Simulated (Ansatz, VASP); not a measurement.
**Si3B4: VASP beside Ansatz**

```xyz
7
Lattice="4.1468 0.0000 0.0000 0.0000 4.1468 0.0000 0.0000 0.0000 4.1468" Properties=species:S:1:pos:R:3 pbc="T T T"
Si    0.0000    2.0734    2.0734
Si    2.0734    0.0000    2.0734
Si    2.0734    2.0734    0.0000
B     2.0734    0.0000    0.0000
B     0.0000    2.0734    0.0000
B     0.0000    0.0000    2.0734
B     0.0000    0.0000    0.0000
```

Alike in both runs: functional PBE; k mesh 4 × 4 × 4; occupations gaussian, width 0.2 eV; no spin polarisation.

Ansatz relaxed the structure, and its values are those at the end. VASP's run is a single point on that final structure, the one shown.

```csv
,VASP,Ansatz
version,VASP 6.6.1,Ansatz 0.2.0
potentials or method,"VASP PAW PBE potentials, release 64 (Si, B), cutoff 500 eV","scalar-relativistic, plane waves, PAW"
valence electrons in the cell,24,24
```

```csv
,VASP,Ansatz,Ansatz less VASP
gap on the k mesh at the Fermi level (eV),none,none,-
pressure (GPa),0.1,0.1,+0.02
```

A gap of «none» marks a metal or a gap that the smearing closes.

The k mesh is coarse, so the values compare programs but aren't converged.
